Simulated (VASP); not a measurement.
Wanted: the native input for a VASP 6.6.1 run.

```yaml
Task: relaxation of cell and atoms
Functional: PBE
Potentials_or_basis: VASP PAW PBE potentials, release 64 (Au)
Cutoff: 600 eV
k_mesh: 18 × 18 × 10
Occupations: fermi-dirac, width 0.15 eV
Spin: no spin polarisation
Target_pressure: 22 GPa
Dipole_correction: no
Further_INCAR_settings: ALGO = Fast; EDIFF = 1e-07; IBRION = 2; EDIFFG = -0.001; NSW = 80; ISIF = 3
```

The structure of Au lies in POSCAR:

```
Au
1.0
    2.8571529801      0.0000000000      0.0000000000
   -1.4285764900      2.4743670633      0.0000000000
    0.0000000000      0.0000000000      4.7688590779
Au
2
Direct
    0.3333333333      0.6666666667      0.7500000000
    0.6666666667      0.3333333333      0.2500000000
```

These files were run (other wordings do the same):

INCAR

```
PREC = Accurate
ENCUT = 600
EDIFF = 1E-7
ISMEAR = -1
SIGMA = 0.15
LREAL = False
LASPH = True
NELM = 100
ALGO = Fast
ISIF = 3
LWAVE = False
LCHARG = False
GGA = PE
IBRION = 2
NSW = 80
EDIFFG = -0.001
PSTRESS = 220.0
```

KPOINTS

```
regular mesh
0
Gamma
  18 18 10
```

Potentials or basis: VASP PAW PBE potentials, release 64 (Au).

Run with:

```console
$ cat potpaw_PBE.64/Au/POTCAR > POTCAR
$ mpirun -np 1 vasp_std > vasp.out
```

Results of the run:

The relaxed volume is 16.04 Å³/atom and the relaxed cell is a = 2.813 Å, b = 2.813 Å, c = 4.683 Å, α = 90.00°, β = 90.00°, γ = 120.00°. The space group after relaxing (to 0.05 Å) is P6_3/mmc (No. 194). The energy change on relaxing (the enthalpy is what falls) is +81.8 meV/atom, the ionic steps are 12 and the pressure after relaxing is 22.0 GPa. The band gap on the k mesh is zero (band 11 reaches 15.15 eV, above the bottom of band 12 at 7.72 eV).

Caveat: the cell is relaxed towards a set pressure, so the enthalpy falls and the energy may rise; spin-orbit coupling is left out, which moves the levels of the heavy elements.

It took 6.2 min on 1 thread of Intel(R) Xeon(R) 6975P-C (Granite Rapids), on a shared host, peak memory 0.26 GiB.
